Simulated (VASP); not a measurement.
A run of VASP 6.6.1:

Contents of POSCAR:

```
SiC
1.0
    4.3562899735      0.0000000000      0.0000000000
    0.0000000000      2.1781449867     -2.1781449867
    0.8712579947      6.0988059629      6.9700639575
Si C
6 6
Direct
   -0.0499966667      0.0499966667      0.2499833333
    0.4166700000      0.5833300000      0.4166500000
   -0.1166633333      0.1166633333      0.5833166667
    0.3500033333      0.6499966667      0.7499833333
   -0.1833300000      0.1833300000      0.9166500000
    0.4833366667      0.5166633333      0.0833166667
    0.6666700000      0.0833300000      0.4166500000
    0.1333366667      0.6166633333      0.5833166667
    0.6000033333      0.1499966667      0.7499833333
    0.0666700000      0.6833300000      0.9166500000
    0.7333366667      0.0166633333      0.0833166667
    0.2000033333      0.5499966667      0.2499833333
```

The input INCAR.step1:

```
ALGO     = Normal         # electronic algorithm
EDIFF    = 1E-4           # SCF threshold, eV
ENCUT    = 520            # plane-wave cutoff, eV
GGA      = PE             # functional
ISMEAR   = 0              # smearing method
LASPH    = T              # aspherical terms in the spheres
LCHARG   = F              # write CHGCAR
LREAL    = F              # projectors in reciprocal space
LWAVE    = T              # write WAVECAR
NBANDS   = 36             # bands
NELM     = 60             # most SCF steps
PREC     = Accurate       # precision mode
SIGMA    = 0.05           # smearing width, eV
```

File INCAR.step2:

```
ALGO     = Normal         # electronic algorithm
EDIFF    = 1E-7           # SCF threshold, eV
ENCUT    = 520            # plane-wave cutoff, eV
ISIF     = 2              # what is computed and relaxed
ISMEAR   = 0              # smearing method
ISTART   = 1            
LASPH    = T              # aspherical terms in the spheres
LCHARG   = F              # write CHGCAR
LMIXTAU  = T            
LREAL    = F              # projectors in reciprocal space
LWAVE    = F              # write WAVECAR
METAGGA  = R2SCAN         # meta-GGA
NBANDS   = 36             # bands
NELM     = 60             # most SCF steps
PREC     = Accurate       # precision mode
SIGMA    = 0.05           # smearing width, eV
```

File KPOINTS:

```
k-points
0
Gamma
  6 9 3
```

Potentials or basis: VASP PAW PBE potentials, release 64 (Si, C).

Command:

```console
$ cat potpaw_PBE.64/Si/POTCAR potpaw_PBE.64/C/POTCAR > POTCAR
$ cp INCAR.step1 INCAR
$ mpirun -np 1 vasp_std > vasp.out
$ cp INCAR.step2 INCAR
$ mpirun -np 1 vasp_std > vasp.out
```

Hardware: 1 thread of Intel(R) Xeon(R) Platinum 8488C (Sapphire Rapids), with other jobs on the host.

Q: Estimate the wall time of this run.

A: It took 11 min on 1 thread of Intel(R) Xeon(R) Platinum 8488C (Sapphire Rapids), on a shared host, peak memory 0.39 GiB. Counts: k points 82.
